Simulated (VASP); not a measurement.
Write the native input for VASP 6.6.1 that does the following.

| Item | Value |
| --- | --- |
| Task | single point |
| Functional | PBE |
| Potentials or basis | VASP PAW PBE potentials, release 64 (Li_sv, H) |
| Cutoff | 750 eV |
| k mesh | 10 × 10 × 10 |
| Occupations | gaussian, width 0.05 eV |
| Spin | no spin polarisation |
| Dipole correction | no |
| Further INCAR settings | ALGO = Normal; EDIFF = 1e-06; NBANDS = 9 |

The structure of LiH lies in POSCAR:

```
LiH
1.0
    0.0000000000      2.1036375000      2.0325000000
    2.0325000000      0.0000000000      2.0325000000
    2.0325000000      2.1036375000      0.0000000000
Li H
1 1
Direct
    0.0000000000      0.0000000000      0.0000000000
    0.5000000000      0.5000000000      0.5000000000
```

This cell differs from its parent crystal: strain +0.0350 x Voigt [0, 1, 0, 0, 0, 0].

The input as run:

INCAR

```
SYSTEM = LiH
PREC = Accurate
ENCUT = 750
EDIFF = 1E-6
ISMEAR = 0
SIGMA = 0.05
LREAL = .False.
LASPH = .True.
NELM = 120
ALGO = Normal
ISIF = 2
LWAVE = .False.
LCHARG = .False.
GGA = PE
NBANDS = 9
GGA_COMPAT = .False.
```

KPOINTS

```
regular mesh
0
Gamma
  10 10 10
  0 0 0
```

Potentials or basis: VASP PAW PBE potentials, release 64 (Li_sv, H).

The run is started by

```sh
$ cat potpaw_PBE.64/Li_sv/POTCAR potpaw_PBE.64/H/POTCAR > POTCAR
$ mpirun -np 1 vasp_std > vasp.out
```

Results of the run:

```json
{
 "Pressure": "-2.6 GPa",
 "Band gap on the k mesh": "2.67 eV, indirect (least direct gap 2.92 eV)"
}
```

Caveat: the cell differs from its parent crystal (strain +0.0350 x Voigt [0, 1, 0, 0, 0, 0]).

It took 41 s on 1 thread of AMD EPYC 7R13, on a shared host, peak memory 0.13 GiB.
